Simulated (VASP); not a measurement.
## AgCl: single point with PBE

The system is AgCl.

```
Ag Cl
1.0
     1.90833   -5.66773    0.00000
     1.90833    5.66773    0.00000
     0.00000    0.00000    3.92404
Ag Cl
2 2
Cartesian
  1.9083 1.1726 2.9430
  1.9083 -1.1726 0.9810
  1.9083 -4.1425 0.9810
  1.9083 4.1425 2.9430
```

This cell differs from its parent crystal: equal xx and yy strain of +2 %.

```yaml
Program: VASP 6.6.1
Task: single point
Functional: PBE
Potentials_or_basis: VASP PAW PBE potentials, release 64 (Ag, Cl)
Cutoff: 520 eV
k_mesh: 9 × 9 × 8
Occupations: fermi-dirac, width 0.03 eV
Spin: no spin polarisation
```

- Pressure: -0.3 GPa
- Largest force: 0.037 eV/Å
- Band gap on the k mesh: 0.49 eV (least direct gap 1.92 eV)

Forces on the atoms (eV/Å):
```
Ag   0.000  0.037  0.000
Ag   0.000 -0.037  0.000
Cl   0.000 -0.020  0.000
Cl   0.000  0.020  0.000
```

Stress tensor (GPa, compression positive):
```
-0.68  0.00  0.00
 0.00  0.20  0.00
 0.00  0.00 -0.43
```

Levels at points of the mesh, in eV from the valence-band top:
| k point | band 15 | band 16 | band 17 | band 18 | band 19 | band 20 | band 21 | band 22 |
| --- | --- | --- | --- | --- | --- | --- | --- | --- |
| (0.00, 0.00, 0.00) | -2.11 | -1.64 | -1.57 | -1.44 | 0.49 | 3.21 | 7.53 | 8.49 |
| (0.00, 0.00, 0.50) | -1.22 | -1.22 | -0.06 | -0.06 | 4.30 | 4.30 | 6.79 | 6.79 |

Run time: 4.1 min on 1 thread of Intel(R) Xeon(R) Platinum 8488C (Sapphire Rapids) (shared host), peak memory 0.4 GiB.

Caveat: the cell differs from its parent crystal (equal xx and yy strain of +2 %); semilocal functionals underestimate gaps, and a narrow one can read as zero. A k mesh can miss the band edges.
